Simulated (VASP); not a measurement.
Here is a VASP 6.6.1 calculation.

INCAR

```
SYSTEM = CsLiCr2Te2S3
ALGO = Normal ; EDIFF = 1E-6
ENCUT = 520 ; GGA = PE
ISIF = 2 ; ISMEAR = -1
ISPIN = 2 ; LASPH = .True.
LCHARG = .False. ; LMAXMIX = 4
LORBIT = 11 ; LREAL = .False.
LWAVE = .False. ; MAGMOM = 0 0 3 3 0 0 0 0 0
NBANDS = 47 ; NELM = 150
PREC = Accurate ; SIGMA = 0.05
```

File KPOINTS:

```
k-points
0
Gamma
  4 4 3
  0 0 0
```

POSCAR

```
CsLiCr2Te2S3
1.0
    3.4216200000     -5.1806900000      0.0078400000
    3.4216200000      5.1806900000      0.0078400000
   -2.9041100000      0.0000000000      7.4309300000
Cs Li Cr Te S
1 1 2 2 3
Direct
    0.0937400000      0.0937400000      0.0085300000
    0.5887500000      0.5887500000      0.5533600000
    0.0564600000      0.4675500000      0.5579000000
    0.4675500000      0.0564600000      0.5579000000
    0.5648600000      0.8735700000      0.2903500000
    0.8735700000      0.5648600000      0.2903500000
    0.8115100000      0.3969700000      0.7334700000
    0.3969700000      0.8115100000      0.7334700000
    0.2140400000      0.2140400000      0.4837100000
```

Potentials or basis: VASP PAW PBE potentials, release 64 (Cs_sv, Li_sv, Cr_pv, Te, S).

The run is started by

```sh
$ cat potpaw_PBE.64/Cs_sv/POTCAR potpaw_PBE.64/Li_sv/POTCAR potpaw_PBE.64/Cr_pv/POTCAR potpaw_PBE.64/Te/POTCAR potpaw_PBE.64/S/POTCAR > POTCAR
$ mpirun -np 1 vasp_std > vasp.out
```

(1) What does it give for the band gap on the k mesh?

(2) Estimate the net moment.

(3) Estimate the largest force.

(4) What does it give for the site moments?

## Answers

(1) zero (filled and empty bands overlap).

(2) 4.01 μB per cell.

(3) 0.035 eV/Å.

(4) Cs -0.00; Li +0.00; Cr +2.28; Te -0.19; S -0.08 μB.

Caveat: spin-orbit coupling is left out, which moves the levels of the heavy elements; the run started ferromagnetic, and an antiferromagnetic order may lie lower in energy.
